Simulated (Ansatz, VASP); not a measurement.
## Y in VASP and in Ansatz

INCAR

```
SYSTEM = Y
PREC = Accurate
ENCUT = 520
EDIFF = 1E-7
ISMEAR = -1
SIGMA = 0.1
LREAL = .False.
LASPH = .True.
NELM = 100
ALGO = Normal
ISIF = 2
LWAVE = .False.
LCHARG = .False.
GGA = RP
NBANDS = 30
```

The input KPOINTS:

```
Automatic mesh
0
Gamma
  11 11 3
  0 0 0
```

Contents of POSCAR:

```
Y
1.0
    3.7053371355      0.0000000000      0.0000000000
   -1.8526685678      3.2089160889      0.0000000000
    0.0000000000      0.0000000000     11.8895633409
Y
4
Direct
    1.0000000000      0.0000000000      1.0000000000
    0.0000000000      0.0000000000      0.5000000000
    0.3333333333      0.6666666667      0.2500000000
    0.6666666667      0.3333333333      0.7500000000
```

Input for Ansatz:

```yaml
crystal:
  lattice:
    - [3.7053371355, 0.0, 0.0]
    - [-1.8526685678, 3.2089160889, 0.0]
    - [0.0, 0.0, 11.8895633409]
  atoms:
    - { symbol: "Y", position: [1.0, 0.0, 1.0] }
    - { symbol: "Y", position: [0.0, 0.0, 0.5] }
    - { symbol: "Y", position: [0.3333333333, 0.6666666667, 0.25] }
    - { symbol: "Y", position: [0.6666666667, 0.3333333333, 0.75] }
hamiltonian:
  xc: rpbe
  pseudopotentials:
    kind: paw
    azcp:
      "Y": "pseudopotentials/Y.paw.azcp"
basis:
  ecutwfc: 420
  fft_grid_basis: typed
kpoints:
  mp_grid: { grid: [11, 11, 3], shift: [0, 0, 0] }
magnetization:
  spin_polarized: false
scf:
  occupations: { method: fermi_dirac, width: 0.1 }
  lower_state_search: "off"
output:
  stress: true
```

Alike in both runs: task single point; functional RPBE; k mesh 11 × 11 × 3; occupations fermi-dirac, width 0.1 eV; no spin polarisation.

```csv
,VASP,Ansatz
version,VASP 6.6.1,Ansatz 0.2.0
potentials or method,"VASP PAW PBE potentials, release 64 (Y_sv), cutoff 520 eV","plane waves (420 eV) with PAW, scalar-relativistic"
valence electrons in the cell,44,44
```

|  | VASP | Ansatz | Ansatz less VASP |
| --- | --- | --- | --- |
| pressure (GPa) | -1.4 | -1.3 | +0.08 |

VASP's potentials were made for PBE, not for RPBE. With one functional, cell and mesh, what is left measures potentials, basis and numerics.
